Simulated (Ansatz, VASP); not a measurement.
## Two plane-wave programs on Mo

File INCAR:

```
  ALGO = Fast
  EDIFF = 1E-7
  ENCUT = 520
  GGA = PE
  ISIF = 2
  ISMEAR = 0
  LASPH = True
  LCHARG = True
  LELF = True
  LREAL = False
  LVHAR = True
  LWAVE = False
  NBANDS = 13
  NELM = 80
  PREC = Accurate
  SIGMA = 0.15
```

File KPOINTS:

```
k-points
0
Gamma
  22 22 22
```

The input POSCAR:

```
Mo
1.0
   -1.5710000000      1.5710000000      1.5238700000
    1.5710000000     -1.5710000000      1.5238700000
    1.5710000000      1.5710000000     -1.5238700000
Mo
1
Direct
    0.0000000000      0.0000000000      0.0000000000
```

Input for Ansatz:

```yaml
crystal:
  lattice:
    - [-1.571, 1.571, 1.52387]
    - [1.571, -1.571, 1.52387]
    - [1.571, 1.571, -1.52387]
  atoms:
    - { symbol: Mo, position: [0.0, 0.0, 0.0] }
basis:
  ecutwfc: 420
kpoints:
  mp_grid: { grid: [22, 22, 22] }
hamiltonian:
  xc: pbe
scf:
  occupations: { method: gaussian, width: 0.15 }
output:
  forces: true
  stress: true
  eigenvalues: true
```

Change from the starting cell: strain +0.000 along x and y, -0.030 along z, atoms carried along.

Alike in both runs: task single point; functional PBE; k mesh 22 × 22 × 22; occupations gaussian, width 0.15 eV; no spin polarisation.

```csv
,VASP,Ansatz
version,VASP 6.6.1,Ansatz 0.2.0
potentials or method,"VASP PAW PBE potentials, release 64 (Mo_sv), cutoff 520 eV","scalar-relativistic, plane waves, PAW"
valence electrons in the cell,14,14
```

Ansatz gave:

| Quantity | Value |
| --- | --- |
| gap on the k mesh at the Fermi level (eV) | none |
| pressure (GPa) | 14.0 |
| traceless stress, the component that is largest in VASP (GPa) | 6.85 |

**Question.** Estimate VASP's values.

**Answer.** gap on the k mesh at the Fermi level (eV): none; pressure (GPa): 14.6; traceless stress, the component that is largest in VASP (GPa): 6.86.

A gap of «none» marks a metal or a gap that the smearing closes.
